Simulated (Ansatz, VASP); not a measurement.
## Two plane-wave programs on Al8N

```
Al N
1.0
     2.85432    0.00000    0.00000
    -1.42716    2.47192    0.00000
     0.00000    0.00000   33.47606
Al N
8 1
Direct
  0.33333 0.66667 0.11949
  0.00000 0.00000 0.18956
  0.66667 0.33333 0.25964
  0.00000 0.00000 0.32971
  0.33333 0.66667 0.39922
  0.00000 0.00000 0.46965
  0.66667 0.33333 0.54010
  0.00000 0.00000 0.61166
  0.77778 0.22222 0.65080
```

Alike in both runs: task single point; functional PBE; k mesh 9 × 9 × 1; occupations gaussian, width 0.1 eV; no spin polarisation.

```csv
,VASP,Ansatz
version,VASP 6.6.1,Ansatz 0.2.0
potentials or method,"VASP PAW PBE potentials, release 64 (Al, N), cutoff 520 eV","scalar-relativistic, plane waves, PAW"
valence electrons in the cell,29,29
```

|  | VASP | Ansatz | Ansatz less VASP |
| --- | --- | --- | --- |
| gap on the k mesh at the Fermi level (eV) | none | none | - |
| rms of the force components (eV/Å) | 0.974 | 0.968 | -0.0055 |
| work function, face that differs most (eV) | 4.01 | 4.01 | -0.003 |

Atom by atom the forces differ by 0.010 eV/Å (rms over components). A gap of «none» marks a metal or a gap that the smearing closes. The functional is the same, so the differences come from potentials, cutoffs and numerics.
